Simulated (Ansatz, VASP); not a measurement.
## One calculation of Au, two programs

```
Au
1.0
     2.66834    0.00000    0.00000
     0.00000    2.66834    0.00000
     0.00000    0.00000    2.66834
Au
1
Direct
  0.00000 0.00000 0.00000
```

Alike in both runs: task relaxation of cell and atoms; functional PBE; k mesh 6 × 6 × 6; occupations gaussian, width 0.1 eV; no spin polarisation.

|  | VASP | Ansatz |
| --- | --- | --- |
| version | VASP 6.6.1 | Ansatz 0.2.0 |
| potentials or method | VASP PAW PBE potentials, release 64 (Au), cutoff 600 eV | scalar-relativistic, plane waves, PAW |
| valence electrons in the cell | 11 | 19 |

```tsv
	VASP	Ansatz	Ansatz less VASP
gap on the k mesh at the Fermi level, each at its own relaxed structure (eV)	none	none	-
relaxed volume (Å³/atom)	20.44	20.41	-0.037
relaxed cell length with the largest relative difference (Å)	2.734	2.733	-0.0016
```

A gap of «none» marks a metal or a gap that the smearing closes. VASP's potentials hold 11 valence electrons a cell and Ansatz's 19, so a difference there can come from the potentials and not from the codes.

The k mesh is coarse, so the values compare programs but aren't converged. Neither program's run includes spin-orbit coupling.
